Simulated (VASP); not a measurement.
Crystal: CoSn.

```
Co Sn
1.0
     5.29659    0.00000    0.00000
    -2.64829    4.58698    0.00000
     0.00000    0.00000    4.23029
Co Sn
3 3
Direct
  0.00000 0.50000 0.00000
  0.50000 0.50000 0.00000
  0.50000 0.00000 0.00000
  0.66667 0.33333 0.50000
  0.33333 0.66667 0.50000
  0.00000 0.00000 0.00000
```

| Quantity | Value |
| --- | --- |
| Program | VASP 6.6.1 |
| Task | relaxation of cell and atoms |
| Functional | PBE |
| Dispersion | D3(BJ) |
| Potentials or basis | VASP PAW PBE potentials, release 64 (Co, Sn_d) |
| Cutoff | 600 eV |
| k mesh | 12 × 12 × 8 |
| Occupations | gaussian, width 0.1 eV |
| Spin | no spin polarisation |

At the start: pressure -4.2 GPa; volume 17.13 Å³/atom.

Q: How do energy, volume and symmetry change on relaxing?

A: Over 3 steps the energy falls by 7.3 meV/atom and the volume is 16.59 Å³/atom (-3.2 %); space group P6/mmm (No. 191, to 0.05 Å).

Step by step:
```
step  energy change (eV)  largest force (eV/Å)  pressure (GPa)  volume (Å³)
   1              0.0000                0.0000           -4.17       102.78
   2              0.0044                0.0000            4.99        96.29
   3             -0.0440                0.0000           -0.02        99.52
```

Final structure:
```
Co Sn
1.0
     5.24043    0.00000    0.00000
    -2.62022    4.53835    0.00000
     0.00000    0.00000    4.18460
Co Sn
3 3
Cartesian
  -1.3101 2.2692 0.0000
  1.3101 2.2692 0.0000
  2.6202 0.0000 0.0000
  2.6202 1.5128 2.0923
  0.0000 3.0256 2.0923
  0.0000 0.0000 0.0000
```

Caveat: pairwise dispersion overbinds metals, which lowers pressure and volume.
